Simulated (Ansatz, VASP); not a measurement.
**Two plane-wave programs on TaInS3**

```
CELL_PARAMETERS angstrom
-3.32036 3.32036 4.93224
3.32036 -3.32036 4.93224
3.32036 3.32036 -4.93224
ATOMIC_POSITIONS crystal
Ta 0.50000 0.50000 0.00000
Ta 0.00000 0.00000 0.00000
In 0.75000 0.25000 0.50000
In 0.25000 0.75000 0.50000
S 0.31971 0.81971 0.13943
S 0.81971 0.68029 0.50000
S 0.75000 0.75000 0.00000
S 0.68029 0.18029 0.86057
S 0.18029 0.31971 0.50000
S 0.25000 0.25000 0.00000
```

Alike in both runs: functional PBE; k mesh 8 × 8 × 8; occupations gaussian, width 0.1 eV; no spin polarisation.

Ansatz relaxed the structure, and its values are those at the end. VASP's run is a single point on that final structure, the one shown.

|  | VASP | Ansatz |
| --- | --- | --- |
| version | VASP 6.6.1 | Ansatz 0.2.0 |
| potentials or method | VASP PAW PBE potentials, release 64 (Ta_pv, In_d, S), cutoff 520 eV | scalar-relativistic, plane waves, PAW |
| valence electrons in the cell | 84 | 88 |

```csv
,VASP,Ansatz,Ansatz less VASP
gap on the k mesh at the Fermi level (eV),none,none,-
pressure (GPa),0.0,0.0,+0.01
```

A gap of «none» marks a metal or a gap that the smearing closes. VASP's potentials hold 84 valence electrons a cell and Ansatz's 88, so a difference there can come from the potentials and not from the codes.

Spin-orbit coupling is off throughout.
